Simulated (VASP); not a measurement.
The system is Ti3Al.

```
Ti Al
1.0
     0.00000    2.97769    2.97769
     2.97769    0.00000    2.97769
     2.97769    2.97769    0.00000
Ti Al
3 1
Direct
  0.75000 0.75000 0.75000
  0.25000 0.25000 0.25000
  0.00000 0.00000 0.00000
  0.50000 0.50000 0.50000
```

Base run:

| Item | Value |
| --- | --- |
| Program | VASP 6.6.1 |
| Functional | PBEsol |
| Potentials or basis | VASP PAW PBE potentials, release 64 (Ti_sv, Al) |
| Cutoff | 520 eV |
| k mesh | 12 × 12 × 12 |
| Occupations | gaussian, width 0.15 eV |
| Spin | collinear spin, ferromagnetic start |
| Starting moments | [0.9, 0.9, 0.9, 0.0] μB |
| Fixed moment | 2.7 μB |

Its results: pressure 37.5 GPa; site moments Ti +0.50, +1.05; Al +0.00 μB.

Question: The run is repeated on the same cell with these changes: fixed moment from 2.7 μB to 2.1 μB; moments at the start from [0.9, 0.9, 0.9, 0.0] to [0.7, 0.7, 0.7, 0.0]. What comes out?

Answer: Pressure 36.5 GPa; site moments Ti +0.35, +0.91; Al +0.00 μB.

Caveats: the PAW data sets were made with another functional, which shifts forces and pressure a little; the total moment is fixed, so each spin has its own Fermi level.
